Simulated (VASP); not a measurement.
# AlAg3SnSe5 (P1) in VASP: single point with PBE

Aim: the single point of AlAg3SnSe5 with PBE.

Program: VASP 6.6.1. These are calculated values, not measurements. Logs are shortened: lines on timing, memory, paths and dates and some standing lists are left out, and cuts for length are marked.

**1. The cell of the first run**

The typed cell holds 20 atoms: a = 7.290 Å, b = 7.177 Å, c = 11.597 Å, α = 84.37°, β = 72.93°, γ = 72.98°.

**2. Single point, PBE**

INCAR reads:

```
PREC     = Accurate       # precision mode
ENCUT    = 520            # plane-wave cutoff, eV
EDIFF    = 1E-6           # SCF threshold, eV
ISMEAR   = 0              # smearing method
SIGMA    = 0.1            # smearing width, eV
LREAL    = Auto         
LASPH    = T              # aspherical terms in the spheres
NELM     = 60             # most SCF steps
ALGO     = Normal         # electronic algorithm
ISIF     = 2              # what is computed and relaxed
LWAVE    = F              # write WAVECAR
LCHARG   = F              # write CHGCAR
GGA      = PE             # functional
NBANDS   = 96             # bands
ISYM     = 0
```

KPOINTS reads:

```
Automatic mesh
0
Gamma
  2 2 2
  0.5 0.5 0.5
```

POSCAR reads:

```
AlAg3SnSe5
1.0
    3.0189800922      3.1328801553      5.8499173469
   -2.9914370533     -3.0235677057      5.7814896027
    9.2580603667     -6.3646686374      2.8738527918
Al Se Ag Sn
2 10 6 2
Direct
    0.4785069713      0.4841103803      1.0188724981
    0.8835076990      0.5051810800      0.2059975139
    0.5370275057      0.8852354832      0.6124562866
    0.4938715519      0.3647971448      0.8225939041
    0.9721344528      0.9115208112      0.7889201978
    0.3706629233      0.8416405634      0.0013879569
    0.7780820593      0.8500267582      0.2091022584
    0.7087345334      0.3739138489      0.3887688901
    0.1615870104      0.8729706483      0.4005718599
    0.1268383109      0.4091561819      0.5911530094
    0.8226168012      0.3685365604      1.0345874299
    0.2508715456      0.3693035538      0.1871633530
    0.1817100329      1.0448150971      0.5720602333
    0.9777976563     -0.0341955422      1.0083249843
    0.4012016332      0.9657093576      0.2079771049
    0.3441414057      0.5078442901      0.3685242913
    0.7868951815      0.9877546321      0.4136184197
    0.7914207045      0.5529486041      0.5426292531
    0.0833675391      0.5085720659      0.8129405219
    0.5946530089      0.9757212504      0.8056997762
```

Potentials or basis: VASP PAW PBE potentials, release 64 (Al, Se, Ag, Sn_d).

The run is started by

```console
$ cat potpaw_PBE.64/Al/POTCAR potpaw_PBE.64/Se/POTCAR potpaw_PBE.64/Ag/POTCAR potpaw_PBE.64/Sn_d/POTCAR > POTCAR
$ mpirun -np 1 vasp_std > vasp.out
```

OUTCAR:

```text
PREC = Accurate
   ENCUT = 520
   EDIFF = 1E-6
   ISMEAR = 0
   LREAL = Auto
   LASPH = T
   NELM = 60
   ISIF = 2
   GGA = PE
   ISYM = 0

 ion  position               nearest neighbor table
   1  0.479  0.484  0.019-  12 2.41  11 2.46   6 2.46   4 2.47
   2  0.884  0.505  0.206-   7 2.37   8 2.39  11 2.50  12 2.52
   3  0.537  0.885  0.612-  20 2.57  18 2.59  13 2.67  17 2.68
   4  0.494  0.365  0.823-   1 2.47  20 2.68  19 2.90
   5  0.972  0.912  0.789-  20 2.60  14 2.63  19 2.78  13 2.78
   6  0.371  0.842  0.001-   1 2.46  20 2.66  14 2.72  15 2.73
   7  0.778  0.850  0.209-   2 2.37  14 2.56  15 2.63  17 2.68
   8  0.709  0.374  0.389-   2 2.39  18 2.59  16 2.62  17 2.67
   9  0.162  0.873  0.401-  13 2.50  15 2.57  17 2.57  16 2.58
  10  0.127  0.409  0.591-  13 2.55  18 2.56  19 2.64  16 2.75
  11  0.823  0.369  0.035-   1 2.46   2 2.50  14 2.79  19 3.00
  12  0.251  0.369  0.187-   1 2.41   2 2.52  16 2.74  15 2.79
  13  0.182  0.045  0.572-   9 2.50  10 2.55   3 2.67   5 2.78
  14  0.978  0.966  0.008-   7 2.56   5 2.63   6 2.72  11 2.79
  15  0.401  0.966  0.208-   9 2.57   7 2.63   6 2.73  12 2.79
  16  0.344  0.508  0.369-   9 2.58   8 2.62  12 2.74  10 2.75
  17  0.787  0.988  0.414-   9 2.57   8 2.67   3 2.68   7 2.68  18 3.32
  18  0.791  0.553  0.543-  10 2.56   3 2.59   8 2.59  17 3.32
  19  0.083  0.509  0.813-  10 2.64   5 2.78   4 2.90  11 3.00
  20  0.595  0.976  0.806-   3 2.57   5 2.60   6 2.66   4 2.68

IMPORTANT INFORMATION: All symmetrisations will be switched off!
NOSYMM: (Re-)initialisation of all symmetry stuff for point group C_1.

----------------------------------------------------------------------------------------

                                     Primitive cell

  volume of cell :     554.6118

  direct lattice vectors                    reciprocal lattice vectors
     3.018980092  3.132880155  5.849917347     0.050680449  0.112010465  0.084801432
    -2.991437053 -3.023567706  5.781489603    -0.083366814 -0.082008318  0.086942251
     9.258060367 -6.364668637  2.873852792     0.064550255 -0.063024009  0.000439448

  length of vectors
     7.290453472  7.177484193 11.596539074     0.149352386  0.145720091  0.090216153

  position of ions in fractional coordinates (direct lattice)
     0.478506971  0.484110380  0.018872498
     0.883507699  0.505181080  0.205997514
     0.537027506  0.885235483  0.612456287
     0.493871552  0.364797145  0.822593904
     0.972134453  0.911520811  0.788920198
     0.370662923  0.841640563  0.001387957
[... 12 lines left out ...]
     0.083367539  0.508572066  0.812940522
     0.594653009  0.975721250  0.805699776

  ion indices of the primitive-cell ions
   primitive index   ion index
                 1           1
                 2           2
                 3           3
                 4           4
                 5           5
                 6           6
[... 12 lines left out ...]
                19          19
                20          20

----------------------------------------------------------------------------------------

 KPOINTS: Automatic mesh

Automatic generation of k-mesh.
 Grid dimensions read from file:
 generate k-points for:    2    2    2

 Generating k-lattice:

  Cartesian coordinates                     Fractional coordinates (reciprocal lattice)
     0.025340225  0.056005232  0.042400716     0.500000000  0.000000000  0.000000000
    -0.041683407 -0.041004159  0.043471126     0.000000000  0.500000000 -0.000000000
     0.032275127 -0.031512005  0.000219724    -0.000000000 -0.000000000  0.500000000

  Length of vectors
     0.074676193  0.072860046  0.045108077

  Shift w.r.t. Gamma in fractional coordinates (k-lattice)
     0.500000000  0.500000000  0.500000000

 Subroutine IBZKPT returns following result:
 ===========================================

 Found      4 irreducible k-points:

 Following reciprocal coordinates:
            Coordinates               Weight
  0.250000  0.250000  0.250000      2.000000
 -0.250000  0.250000  0.250000      2.000000
  0.250000 -0.250000  0.250000      2.000000
 -0.250000 -0.250000  0.250000      2.000000
   k-points           NKPTS =      4   k-points in BZ     NKDIM =      4   number of bands    NBANDS=     96
   number of dos      NEDOS =    301   number of ions     NIONS =     20
   total plane-waves  NPLWV = 262440
   dimension x,y,z NGX =    54 NGY =   54 NGZ =   90
   dimension x,y,z NGXF=   108 NGYF=  108 NGZF=  180
   ions per type =               2  10   6   2
   NGX,Y,Z   is equivalent  to a cutoff of  12.31, 12.51, 12.90 a.u.
   NGXF,Y,Z  is equivalent  to a cutoff of  24.63, 25.02, 25.80 a.u.
 SYSTEM =  unknown system
   PREC   = accura    normal or accurate (medium, high low for compatibility)
   ISTART =      0    job   : 0-new  1-cont  2-samecut
   ICHARG =      2    charge: 1-file 2-atom 10-const
   ISPIN  =      1    spin polarized calculation?
   LNONCOLLINEAR =      F non collinear calculations
   LSORBIT =      F    spin-orbit coupling
   LASPH  =      T    aspherical Exc in radial PAW
   ENCUT  =  520.0 eV  38.22 Ry    6.18 a.u.  13.56 13.35 21.56*2*pi/ulx,y,z
   NELM   =     60;   NELMIN=  2; NELMDL= -5     # of ELM steps
   EDIFF  = 0.1E-05   stopping-criterion for ELM
   LREAL  =      T    real-space projection
   EDIFFG = 0.1E-04   stopping-criterion for IOM
   NSW    =      0    number of steps for IOM
   IBRION =     -1    ionic relax: 0-MD 1-quasi-New 2-CG
   NFREE  =      0    steps in history (QN), initial steepest desc. (CG)
   ISIF   =      2    stress and relaxation
   ISYM   =      0    0-nonsym 1-usesym 2-fastsym
   POTIM  = 0.5000    time-step for ionic-motion
   TEBEG  =    0.0;   TEEND  =   0.0 temperature during run
   PSTRESS=    0.0 pullay stress
   NELECT =     160.0000    total number of electrons
   NUPDOWN=      -1.0000    fix difference up-down
   EMIN   =  10.00;   EMAX   =-10.00  energy-range for DOS
   EFERMI =   0.00;   METHOD = LEGACY
   ISMEAR =     0;   SIGMA  =   0.10  broadening in eV -4-tet -1-fermi 0-gaus
   EFERMI_NEDOS =   21; number of points for ismear=-14 and -15
   IALGO  =     38    algorithm
   IMIX   =      4    mixing-type and parameters
     AMIX     =   0.40;   BMIX     =  1.00
     AMIX_MAG =   1.60;   BMIX_MAG =  1.00
  volume/ion in A,a.u.               =      27.73       187.14
  Fermi-wavevector in a.u.,A,eV,Ry     =   1.081729  2.044171 15.920687  1.170137
  Thomas-Fermi vector in A             =   2.217753
   LORBIT       =      0    0 simple, 1 ext, 2 COOP (PROOUT), +10 PAW based schemes
   GGA     = PE    functional components
   LHFCALC =     F    Hartree Fock is set to
   AEXX    =    0.0000 exact exchange contribution
   IVDW    =     0    specifies the selected vdW correction
   LEPSILON=     F    determine dielectric tensor
   LRPA    =     F    only Hartree local field effects (RPA)
 non-spin polarized calculation
 Gauss-broadening in eV      SIGMA  =   0.10
  energy-cutoff  :      520.00
  volume of cell :      554.61
 maximum number of plane-waves:     14953
 NGX is ok and might be reduce to    54
   NGX = 27   NGY = 27   NGZ = 43

 number of electron     159.9999992 magnetization

 Free energy of the ion-electron system (eV)
  ---------------------------------------------------
  ext. energy  EPLUGINS =         0.00000000
  ---------------------------------------------------
  free energy    TOTEN  =       -72.80825444 eV

  energy without entropy =      -72.78350779  energy(sigma->0) =      -72.79588111

 E-fermi :   3.2261     XC(G=0):  -8.8455

 val. band max:        3.1464650173   @ k =  -0.2500  -0.2500   0.2500
 cond. band min:       3.3180066748   @ k =  -0.2500   0.2500   0.2500
 fundamental gap:      0.1715416575
 Fermi energy:         3.2260697306

 k-point     1 :       0.2500    0.2500    0.2500
  band No.  band energies     occupation
      1     -19.0043      2.00000
      2     -18.9856      2.00000
      3     -18.9691      2.00000
      4     -18.9409      2.00000
      5     -18.9264      2.00000
      6     -18.5839      2.00000
[... 84 lines left out ...]
     91       6.6501      0.00000
     92       6.7892      0.00000

 k-point     2 :      -0.2500    0.2500    0.2500
  band No.  band energies     occupation
      1     -19.0042      2.00000
      2     -18.9855      2.00000
      3     -18.9691      2.00000
      4     -18.9409      2.00000
      5     -18.9264      2.00000
      6     -18.5840      2.00000
[... 84 lines left out ...]
     91       6.8287      0.00000
     92       6.9043      0.00000

 k-point     3 :       0.2500   -0.2500    0.2500
  band No.  band energies     occupation
      1     -19.0042      2.00000
      2     -18.9855      2.00000
      3     -18.9691      2.00000
      4     -18.9409      2.00000
      5     -18.9264      2.00000
      6     -18.5840      2.00000
[... 84 lines left out ...]
     91       6.8943      0.00000
     92       7.1251      0.00000

 k-point     4 :      -0.2500   -0.2500    0.2500
  band No.  band energies     occupation
      1     -19.0043      2.00000
      2     -18.9856      2.00000
      3     -18.9691      2.00000
      4     -18.9409      2.00000
      5     -18.9264      2.00000
      6     -18.5839      2.00000
[... 84 lines left out ...]
     91       6.5249      0.00000
     92       6.8088      0.00000
 [bands above 92 left out]

------------------------ aborting loop because EDIFF is reached ----------------------------------------

  FORCE on cell =-STRESS in cart. coord.  units (eV):
  Direction    XX          YY          ZZ          XY          YZ          ZX
  --------------------------------------------------------------------------------------
  -------------------------------------------------------------------------------------
  Total       -0.0262235      0.0311823     -0.3605260     -0.2275968      0.1102119      0.0581021
  in kB       -0.0757551      0.0900803     -1.0414971     -0.6574878      0.3183831      0.1678470
  external PRESSURE =      -0.3423906 kB  Pullay stress =       0.0000000 kB

 VOLUME and BASIS-vectors are now :
 -----------------------------------------------------------------------------
  energy-cutoff  :      520.00
  volume of cell :      554.61
      direct lattice vectors                 reciprocal lattice vectors
     3.018980092  3.132880155  5.849917347     0.050680449  0.112010465  0.084801432
    -2.991437053 -3.023567706  5.781489603    -0.083366814 -0.082008318  0.086942251
     9.258060367 -6.364668637  2.873852792     0.064550255 -0.063024009  0.000439448

 POSITION                                       TOTAL-FORCE (eV/Angst)
 -----------------------------------------------------------------------------------
      0.17114     -0.08475      5.65234         0.003777     -0.019535     -0.016105
      3.06321     -0.07063      8.68115         0.006528      0.015560      0.008710
      4.64331     -4.89221     10.01966         0.018047     -0.015300     -0.010082
      8.01534     -4.79129      7.36219        -0.040850      0.011755      0.008687
      7.51197     -4.73168     13.22409         0.013375      0.001703      0.006122
     -1.38584     -1.39235      7.03827         0.009231      0.012085      0.000848
[... 12 lines left out ...]
      6.25658     -6.45062      5.76427        -0.028562      0.033835      0.013305
      6.33565     -6.21519     11.43526         0.008582     -0.015330     -0.003753
 -----------------------------------------------------------------------------------
    total drift:                               -0.017052      0.004378      0.002925

  FREE ENERGIE OF THE ION-ELECTRON SYSTEM (eV)
  ---------------------------------------------------
  free  energy   TOTEN  =       -72.8082544359 eV

  energy  without entropy=      -72.7835077867  energy(sigma->0) =      -72.79588111
```

It took 11 min on 1 thread of Intel Xeon 8259CL, shared host; peak memory 0.64 GiB.

What came out:

| Item | Value |
| --- | --- |
| Free energy | -72.8083 eV |
| Pressure | 0.0 GPa |
| Largest force | 0.046 eV/Å |
| Band gap on the k mesh | 0.17 eV (least direct gap 0.20 eV) |

Forces on the atoms (eV/Å):
```
Al   0.004 -0.020 -0.016
Al   0.007  0.016  0.009
Se   0.018 -0.015 -0.010
Se  -0.041  0.012  0.009
Se   0.013  0.002  0.006
Se   0.009  0.012  0.001
Se   0.013 -0.011 -0.009
Se  -0.008  0.010 -0.009
Se   0.004  0.009 -0.006
Se   0.006 -0.005  0.010
Se   0.005  0.006  0.003
Se   0.023 -0.008  0.019
Ag   0.014 -0.004  0.000
Ag  -0.021  0.004 -0.005
Ag  -0.024  0.007  0.000
Ag   0.011  0.008 -0.005
Ag  -0.027  0.000 -0.021
Ag   0.014 -0.041  0.014
Sn  -0.029  0.034  0.013
Sn   0.009 -0.015 -0.004
```

Levels at points of the mesh, in eV from the valence-band top:
```csv
k point,band 78,band 79,band 80,band 81,band 82,band 83
"(0.25, 0.25, 0.25)",-0.45,-0.35,-0.03,0.21,0.71,1.56
```

Caveat: spin-orbit coupling is left out, which moves the levels of the heavy elements; a shifted mesh leaves out Γ, where band edges can lie. A k mesh can miss the band edges.
